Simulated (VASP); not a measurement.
Write the native input for VASP 6.6.1 that does the following.

| Item | Value |
| --- | --- |
| Task | single point |
| Functional | r2SCAN |
| Potentials or basis | VASP PAW PBE potentials, release 64 (Br) |
| Cutoff | 550 eV |
| k mesh | 5 × 5 × 2 |
| Occupations | fermi-dirac, width 0.05 eV |
| Spin | no spin polarisation |
| Dipole correction | no |
| Further INCAR settings | ALGO = Normal; EDIFF = 1e-06; NBANDS = 22 |

The system is Br.

```
CELL_PARAMETERS angstrom
3.55615 -2.12746 0.00000
3.55615 2.12746 0.00000
0.00000 0.00000 8.76998
ATOMIC_POSITIONS crystal
Br 0.86082 0.13918 0.11578
Br 0.63918 0.36082 0.61578
Br 0.13918 0.86082 0.88422
Br 0.36082 0.63918 0.38422
```

These files were run (other wordings do the same):

POSCAR

```
Br
1.0
    3.5561454479     -2.1274589172      0.0000000000
    3.5561454479      2.1274589172      0.0000000000
    0.0000000000      0.0000000000      8.7699814768
Br
4
Direct
    0.8608174979      0.1391825021      0.1157818231
    0.6391825021      0.3608174979      0.6157818231
    0.1391825021      0.8608174979      0.8842181769
    0.3608174979      0.6391825021      0.3842181769
```

INCAR.step1

```
ALGO = Normal ; EDIFF = 1E-5
ENCUT = 550 ; GGA = PE
GGA_COMPAT = F ; ISMEAR = -1
LASPH = T ; LCHARG = F
LREAL = F ; LWAVE = T
NBANDS = 22 ; NELM = 120
PREC = Accurate ; SIGMA = 0.05
```

INCAR.step2

```
ALGO = Normal ; EDIFF = 1E-6
ENCUT = 550 ; GGA_COMPAT = F
ISIF = 2 ; ISMEAR = -1
ISTART = 1 ; LASPH = T
LCHARG = F ; LMIXTAU = T
LREAL = F ; LWAVE = F
METAGGA = R2SCAN ; NBANDS = 22
NELM = 120 ; PREC = Accurate
SIGMA = 0.05
```

KPOINTS

```
k-points
0
Gamma
  5 5 2
```

Potentials or basis: VASP PAW PBE potentials, release 64 (Br).

Command:

```sh
$ cat potpaw_PBE.64/Br/POTCAR > POTCAR
$ cp INCAR.step1 INCAR
$ mpirun -np 1 vasp_std > vasp.out
$ cp INCAR.step2 INCAR
$ mpirun -np 1 vasp_std > vasp.out
```

It gave:

The pressure is 0.0 GPa and the band gap on the k mesh is 1.67 eV.

Caveat: the PAW data sets were made with another functional, which shifts forces and pressure a little; an odd mesh through Γ misses points on the zone boundary, where band edges can lie.

Run time: 6.3 min on 1 thread of Intel Xeon 8259CL (shared host), peak memory 0.29 GiB.
